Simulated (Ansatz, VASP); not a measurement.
MnF2 in VASP and in Ansatz

```
CELL_PARAMETERS angstrom
3.07925 0.00000 0.00000
-1.53963 2.66671 0.00000
0.00000 0.00000 4.96747
ATOMIC_POSITIONS crystal
Mn 0.00000 0.00000 0.00000
F 0.33333 0.66667 0.25200
F 0.66667 0.33333 0.74800
```

Alike in both runs: task single point; functional PBE; k mesh 7 × 7 × 4; occupations gaussian, width 0.05 eV; non-collinear spin; Hubbard terms Mn d U = 6.0 eV.

|  | VASP | Ansatz |
| --- | --- | --- |
| version | VASP 6.6.1 | Ansatz 0.2.0 |
| potentials or method | VASP PAW PBE potentials, release 64 (Mn_pv, F), cutoff 520 eV | all-electron LAPW, scalar-relativistic |

```csv
,VASP,Ansatz,Ansatz less VASP
gap on the k mesh at the Fermi level (eV),3.65,3.65,-0.004
least direct gap on the mesh (eV),3.72,3.72,-0.005
pressure (GPa),1.8,3.3,+1.45
"traceless stress, the component that is largest in VASP (GPa)",-12.17,-12.09,+0.076
rms of the force components (eV/Å),0.570,0.514,-0.0567
net moment per atom (μB),1.67,1.67,0.000
size of the moment on the site where the two differ most (μB),4.71,4.37,-0.333
```

Site moments also hang on the region over which each program counts them. The programs project onto different local orbitals, so the same U acts differently, and such runs can settle in different states. Atom by atom the forces differ by 0.057 eV/Å (rms over components). Ansatz ran all-electron here, and VASP with PAW potentials.

Noted on Ansatz's run: the magnetic state may not be the lowest; U is the effective U less J, on atomic orbitals that reach past the spheres.
